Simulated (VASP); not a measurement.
Write the native input for VASP 6.6.1 that does the following.

| Quantity | Value |
| --- | --- |
| Task | relaxation of cell and atoms |
| Functional | revPBE |
| Dispersion | D3(BJ) |
| Potentials or basis | VASP PAW PBE potentials, release 64 (Sb) |
| Cutoff | 600 eV |
| k mesh | 10 × 10 × 10 |
| Occupations | fermi-dirac, width 0.05 eV |
| Spin | no spin polarisation |
| Dipole correction | no |
| Further INCAR settings | ALGO = Normal; EDIFF = 1e-06; IBRION = 2; EDIFFG = -0.01; NSW = 60; ISIF = 3 |

The structure of Sb lies in POSCAR:

```
Sb
1.0
    0.0000000000      2.3712425216      2.3712425216
    2.3712425216      0.0000000000      2.3712425216
    2.3712425216      2.3712425216      0.0000000000
Sb
1
Direct
    0.0000000000      0.0000000000      0.0000000000
```

The input as run:

INCAR

```
SYSTEM = Sb
PREC = Accurate ; ENCUT = 600
EDIFF = 1E-6 ; ISMEAR = -1
SIGMA = 0.05 ; LREAL = .FALSE.
LASPH = .TRUE. ; NELM = 60
ALGO = Normal ; ISIF = 3
LWAVE = .FALSE. ; LCHARG = .FALSE.
GGA = RE ; IVDW = 12
IBRION = 2 ; NSW = 60
EDIFFG = -0.01
```

KPOINTS

```
regular mesh
0
G
  10 10 10
  0 0 0
```

Potentials or basis: VASP PAW PBE potentials, release 64 (Sb).

Run with:

```bash
$ cat potpaw_PBE.64/Sb/POTCAR > POTCAR
$ mpirun -np 1 vasp_std > vasp.out
```

It gave:

| Item | Value |
| --- | --- |
| Relaxed volume | 25.21 Å³/atom |
| Relaxed cell | a = 3.291 Å, b = 3.291 Å, c = 3.291 Å, α = 60.00°, β = 60.00°, γ = 60.00° |
| Space group after relaxing (to 0.05 Å) | Fm-3m (No. 225) |
| Energy gained by relaxing | 15.8 meV/atom |
| Ionic steps | 3 |
| Pressure after relaxing | 0.0 GPa |
| Dispersion energy per atom | -1.051 eV |

Caveat: the PAW data sets were made with another functional, which shifts forces and pressure a little; pairwise dispersion overbinds metals, which lowers pressure and volume.

Run time: 38 s on 1 thread of AMD EPYC 7R13 (shared host), peak memory 0.14 GiB.
